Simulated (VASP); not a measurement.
**Li: single point with PBEsol**

Li:

```
Li
1.0
    -1.66889    1.66889    1.66889
     1.66889   -1.66889    1.66889
     1.66889    1.66889   -1.66889
Li
1
Cartesian
  0.0000 0.0000 0.0000
```

```yaml
Program: VASP 6.6.1
Task: single point
Functional: PBEsol
Potentials_or_basis: VASP PAW PBE potentials, release 64 (Li_sv)
Cutoff: 750 eV
k_mesh: 16 × 16 × 16
Occupations: fermi-dirac, width 0.08 eV
Spin: no spin polarisation
Dipole_correction: no
Further_INCAR_settings: ALGO = Normal; EDIFF = 1e-06; NBANDS = 8
```

```
Pressure               : 1.2 GPa
Band gap on the k mesh : zero (an odd number of electrons rules out a gap without spin polarisation)
```

Levels at points of the mesh, in eV from the Fermi level:
```csv
k point,band 1,band 2,band 3,band 4
"(0.00, 0.00, 0.00)",-45.75,-3.67,15.55,15.55
"(0.50, 0.00, 0.00)",-45.72,0.23,3.56,11.01
"(0.50, 0.50, 0.50)",-45.70,5.85,5.85,5.85
```

Wall time 18 s on 1 thread of Intel(R) Xeon(R) Platinum 8259CL CPU @ 2.50GHz (Skylake/Cascade Lake), with other jobs on the host, peak memory 0.16 GiB.

Caveat: the PAW data sets were made with another functional, which shifts forces and pressure a little.
